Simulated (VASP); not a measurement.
# SnTe in VASP: a series of runs

Aim: see how the results for SnTe move with the level of theory and the settings. Levels: LDA, PBEsol, PBE+D3(BJ). Tasks: single point.

Everything below comes from runs of VASP 6.6.1. Logs are shortened: lines on timing, memory, paths and dates and some standing lists are left out, and cuts for length are marked.

**1. The cell of the first run**

It takes space group F-43m (No. 216, cubic). Conventional cell: a = 7.364 Å, b = 7.364 Å, c = 7.364 Å, α = 90.00°, β = 90.00°, γ = 90.00°. Te (site symmetry -43m) has 4 Sn at 3.19 Å within 4.2 Å. Within 4.2 Å of Sn (site symmetry -43m) lie 4 Te at 3.19 Å.

**2. Single point, LDA (volume scaled by 1.06)**

INCAR reads:

```
  ALGO = Normal
  EDIFF = 1E-6
  ENCUT = 520
  GGA = CA
  ISIF = 2
  ISMEAR = -1
  LASPH = True
  LCHARG = True
  LELF = True
  LREAL = False
  LVHAR = True
  LWAVE = False
  NBANDS = 17
  NELM = 100
  PREC = Accurate
  SIGMA = 0.05
```

KPOINTS reads:

```
k-points
0
Gamma
  7 7 7
```

POSCAR reads:

```
SnTe
1.0
    0.0000000000      3.6819707652      3.6819707652
    3.6819707652      0.0000000000      3.6819707652
    3.6819707652      3.6819707652      0.0000000000
Te Sn
1 1
Direct
    0.2500000000      0.2500000000      0.2500000000
    0.0000000000      0.0000000000      0.0000000000
```

Potentials or basis: VASP PAW LDA potentials, release 64 (Te, Sn_d).

Launch:

```sh
$ cat potpaw_LDA.64/Te/POTCAR potpaw_LDA.64/Sn_d/POTCAR > POTCAR
$ mpirun -np 1 vasp_std > vasp.out
```

OUTCAR:

```text
EDIFF = 1E-6
   ENCUT = 520
   GGA = CA
   ISIF = 2
   ISMEAR = -1
   LASPH = True
   LREAL = False
   NELM = 100
   PREC = Accurate

 ion  position               nearest neighbor table
   1  0.250  0.250  0.250-   2 3.19   2 3.19   2 3.19   2 3.19
   2  0.000  0.000  0.000-   1 3.19   1 3.19   1 3.19   1 3.19

  LATTYP: Found a face centered cubic cell.
 ALAT       =     7.3639415304

  Lattice vectors:

 A1 = (   0.0000000000,   3.6819707652,   3.6819707652)
 A2 = (   3.6819707652,   0.0000000000,   3.6819707652)
 A3 = (   3.6819707652,   3.6819707652,   0.0000000000)

Analysis of symmetry for initial positions (statically):
=====================================================================
 Subroutine PRICEL returns:
 Original cell was already a primitive cell.

 Routine SETGRP: Setting up the symmetry group for a
 face centered cubic supercell.

 Subroutine GETGRP returns: Found 24 space group operations
 (whereof 24 operations were pure point group operations)
 out of a pool of 48 trial point group operations.

The static configuration has the point symmetry T_d .

Analysis of symmetry for dynamics (positions and initial velocities):
=====================================================================
 Subroutine PRICEL returns:
 Original cell was already a primitive cell.

 Routine SETGRP: Setting up the symmetry group for a
 face centered cubic supercell.

 Subroutine GETGRP returns: Found 24 space group operations
 (whereof 24 operations were pure point group operations)
 out of a pool of 48 trial point group operations.

The dynamic configuration has the point symmetry T_d .

 Subroutine INISYM returns: Found 24 space group operations
 (whereof 24 operations are pure point group operations),
 and found     1 'primitive' translations

----------------------------------------------------------------------------------------

                                     Primitive cell

  volume of cell :      99.8323

  direct lattice vectors                    reciprocal lattice vectors
     0.000000000  3.681970765  3.681970765    -0.135796841  0.135796841  0.135796841
     3.681970765  0.000000000  3.681970765     0.135796841 -0.135796841  0.135796841
     3.681970765  3.681970765  0.000000000     0.135796841  0.135796841 -0.135796841

  length of vectors
     5.207092992  5.207092992  5.207092992     0.235207029  0.235207029  0.235207029

  position of ions in fractional coordinates (direct lattice)
     0.250000000  0.250000000  0.250000000
     0.000000000  0.000000000  0.000000000

  ion indices of the primitive-cell ions
   primitive index   ion index
                 1           1
                 2           2

----------------------------------------------------------------------------------------

 KPOINTS: k-points

Automatic generation of k-mesh.
 Grid dimensions read from file:
 generate k-points for:    7    7    7

 Generating k-lattice:

  Cartesian coordinates                     Fractional coordinates (reciprocal lattice)
    -0.019399549  0.019399549  0.019399549     0.142857143  0.000000000  0.000000000
     0.019399549 -0.019399549  0.019399549     0.000000000  0.142857143  0.000000000
     0.019399549  0.019399549 -0.019399549     0.000000000  0.000000000  0.142857143

  Length of vectors
     0.033601004  0.033601004  0.033601004

  Shift w.r.t. Gamma in fractional coordinates (k-lattice)
     0.000000000  0.000000000  0.000000000

 Subroutine IBZKPT returns following result:
 ===========================================

 Found     20 irreducible k-points:

 Following reciprocal coordinates:
            Coordinates               Weight
  0.000000  0.000000  0.000000      1.000000
  0.142857  0.000000  0.000000      8.000000
  0.285714  0.000000  0.000000      8.000000
  0.428571  0.000000  0.000000      8.000000
  0.142857  0.142857  0.000000      6.000000
  0.285714  0.142857  0.000000     24.000000
[... 12 lines left out ...]
 -0.428571  0.428571  0.142857     24.000000
 -0.285714  0.428571  0.142857     24.000000
   k-points           NKPTS =     20   k-points in BZ     NKDIM =     20   number of bands    NBANDS=     17
   number of dos      NEDOS =    301   number of ions     NIONS =      2
   total plane-waves  NPLWV =  64000
   dimension x,y,z NGX =    40 NGY =   40 NGZ =   40
   dimension x,y,z NGXF=    80 NGYF=   80 NGZF=   80
   ions per type =               1   1
   NGX,Y,Z   is equivalent  to a cutoff of  12.77, 12.77, 12.77 a.u.
   NGXF,Y,Z  is equivalent  to a cutoff of  25.54, 25.54, 25.54 a.u.
 SYSTEM =  unknown system
   PREC   = accura    normal or accurate (medium, high low for compatibility)
   ISTART =      0    job   : 0-new  1-cont  2-samecut
   ICHARG =      2    charge: 1-file 2-atom 10-const
   ISPIN  =      1    spin polarized calculation?
   LNONCOLLINEAR =      F non collinear calculations
   LSORBIT =      F    spin-orbit coupling
   LASPH  =      T    aspherical Exc in radial PAW
   ENCUT  =  520.0 eV  38.22 Ry    6.18 a.u.   9.68  9.68  9.68*2*pi/ulx,y,z
   NELM   =    100;   NELMIN=  2; NELMDL= -5     # of ELM steps
   EDIFF  = 0.1E-05   stopping-criterion for ELM
   LREAL  =      F    real-space projection
   EDIFFG = 0.1E-04   stopping-criterion for IOM
   NSW    =      0    number of steps for IOM
   IBRION =     -1    ionic relax: 0-MD 1-quasi-New 2-CG
   NFREE  =      0    steps in history (QN), initial steepest desc. (CG)
   ISIF   =      2    stress and relaxation
   ISYM   =      2    0-nonsym 1-usesym 2-fastsym
   POTIM  = 0.5000    time-step for ionic-motion
   TEBEG  =    0.0;   TEEND  =   0.0 temperature during run
   PSTRESS=    0.0 pullay stress
   NELECT =      20.0000    total number of electrons
   NUPDOWN=      -1.0000    fix difference up-down
   EMIN   =  10.00;   EMAX   =-10.00  energy-range for DOS
   EFERMI =   0.00;   METHOD = LEGACY
   ISMEAR =    -1;   SIGMA  =   0.05  broadening in eV -4-tet -1-fermi 0-gaus
   EFERMI_NEDOS =   21; number of points for ismear=-14 and -15
   IALGO  =     38    algorithm
   IMIX   =      4    mixing-type and parameters
     AMIX     =   0.40;   BMIX     =  1.00
     AMIX_MAG =   1.60;   BMIX_MAG =  1.00
  volume/ion in A,a.u.               =      49.92       336.85
  Fermi-wavevector in a.u.,A,eV,Ry     =   0.957917  1.810200 12.484771  0.917605
  Thomas-Fermi vector in A             =   2.086978
   LORBIT       =      0    0 simple, 1 ext, 2 COOP (PROOUT), +10 PAW based schemes
   GGA     = CA    functional components
   LHFCALC =     F    Hartree Fock is set to
   AEXX    =    0.0000 exact exchange contribution
   IVDW    =     0    specifies the selected vdW correction
   LEPSILON=     F    determine dielectric tensor
   LRPA    =     F    only Hartree local field effects (RPA)
 non-spin polarized calculation
  energy-cutoff  :      520.00
  volume of cell :       99.83
 maximum number of plane-waves:      2733
   NGX = 19   NGY = 19   NGZ = 19

 number of electron      19.9999999 magnetization

 Free energy of the ion-electron system (eV)
  ---------------------------------------------------
  ext. energy  EPLUGINS =         0.00000000
  ---------------------------------------------------
  free energy    TOTEN  =        -7.90059305 eV

  energy without entropy =       -7.89970512  energy(sigma->0) =       -7.90014908

 E-fermi :   2.4116     XC(G=0):  -7.5839

 val. band max:        2.1884086527   @ k =  -0.2857   0.4286   0.1429
 cond. band min:       2.5608278873   @ k =   0.4286   0.4286   0.0000
 fundamental gap:      0.3724192346
 Fermi energy:         2.4115785900

 k-point     1 :       0.0000    0.0000    0.0000
  band No.  band energies     occupation
      1     -19.2758      2.00000
      2     -19.2758      2.00000
      3     -19.2758      2.00000
      4     -19.2685      2.00000
      5     -19.2685      2.00000
      6      -8.8409      2.00000
[... 9 lines left out ...]
     16       8.8724      0.00000
     17       9.9011      0.00000

 k-point     2 :       0.1429    0.0000    0.0000
  band No.  band energies     occupation
      1     -19.2759      2.00000
      2     -19.2755      2.00000
      3     -19.2755      2.00000
      4     -19.2685      2.00000
      5     -19.2685      2.00000
      6      -8.7655      2.00000
[... 9 lines left out ...]
     16       8.4280      0.00000
     17       9.4837      0.00000

 k-point     3 :       0.2857    0.0000    0.0000
  band No.  band energies     occupation
      1     -19.2763      2.00000
      2     -19.2751      2.00000
      3     -19.2751      2.00000
      4     -19.2684      2.00000
      5     -19.2684      2.00000
      6      -8.5770      2.00000
[... 9 lines left out ...]
     16       8.3328      0.00000
     17       9.4622      0.00000

 k-point     4 :       0.4286    0.0000    0.0000
  band No.  band energies     occupation
      1     -19.2766      2.00000
      2     -19.2748      2.00000
      3     -19.2748      2.00000
      4     -19.2684      2.00000
      5     -19.2684      2.00000
      6      -8.4005      2.00000
[... 9 lines left out ...]
     16       8.9385      0.00000
     17       8.9385      0.00000
[... 263 lines left out ...]
      1     -19.2770      2.00000
      2     -19.2746      2.00000
      3     -19.2742      2.00000
      4     -19.2686      2.00000
      5     -19.2682      2.00000
      6      -8.2839      2.00000
[... 9 lines left out ...]
     16       9.4575      0.00000
     17      10.1540      0.00000

 k-point    19 :      -0.4286    0.4286    0.1429
  band No.  band energies     occupation
      1     -19.2776      2.00000
      2     -19.2742      2.00000
      3     -19.2738      2.00000
      4     -19.2689      2.00000
      5     -19.2680      2.00000
      6      -8.2182      2.00000
[... 9 lines left out ...]
     16      10.0300      0.00000
     17      10.6365      0.00000

 k-point    20 :      -0.2857    0.4286    0.1429
  band No.  band energies     occupation
      1     -19.2773      2.00000
      2     -19.2745      2.00000
      3     -19.2738      2.00000
      4     -19.2687      2.00000
      5     -19.2682      2.00000
      6      -8.1993      2.00000
[... 9 lines left out ...]
     16       9.5860      0.00000
     17      10.8890      0.00000

------------------------ aborting loop because EDIFF is reached ----------------------------------------

  FORCE on cell =-STRESS in cart. coord.  units (eV):
  Direction    XX          YY          ZZ          XY          YZ          ZX
  --------------------------------------------------------------------------------------
  -------------------------------------------------------------------------------------
  Total       -1.9962620     -1.9962620     -1.9962620      0.0000000      0.0000000      0.0000000
  in kB      -32.0373894    -32.0373894    -32.0373894      0.0000000      0.0000000      0.0000000
  external PRESSURE =     -32.0373894 kB  Pullay stress =       0.0000000 kB

 VOLUME and BASIS-vectors are now :
 -----------------------------------------------------------------------------
  energy-cutoff  :      520.00
  volume of cell :       99.83
      direct lattice vectors                 reciprocal lattice vectors
     0.000000000  3.681970765  3.681970765    -0.135796841  0.135796841  0.135796841
     3.681970765  0.000000000  3.681970765     0.135796841 -0.135796841  0.135796841
     3.681970765  3.681970765  0.000000000     0.135796841  0.135796841 -0.135796841

 POSITION                                       TOTAL-FORCE (eV/Angst)
 -----------------------------------------------------------------------------------
      1.84099      1.84099      1.84099        -0.000000     -0.000000      0.000000
      0.00000      0.00000      0.00000         0.000000      0.000000     -0.000000
 -----------------------------------------------------------------------------------
    total drift:                               -0.000000     -0.000000     -0.000000

  FREE ENERGIE OF THE ION-ELECTRON SYSTEM (eV)
  ---------------------------------------------------
  free  energy   TOTEN  =        -7.9005930458 eV

  energy  without entropy=       -7.8997051160  energy(sigma->0) =       -7.90014908
```

It took 27 s on 1 thread of Intel Xeon 6975P-C, shared host; peak memory 0.21 GiB.

What came out:

```
Free energy            : -7.9006 eV
Pressure               : -3.2 GPa
Band gap on the k mesh : 0.37 eV, indirect (least direct gap 0.81 eV)
```

Levels at points of the mesh, in eV from the valence-band top:
```
           k point  band 8  band 9  band 10  band 11  band 12  band 13
(0.00, 0.00, 0.00)   -1.53   -1.53    -1.53     1.25     1.25     1.25
```

Caveat: spin-orbit coupling is left out, which moves the levels of the heavy elements. A k mesh can miss the band edges.

(Part 1 of 3 ends here.)
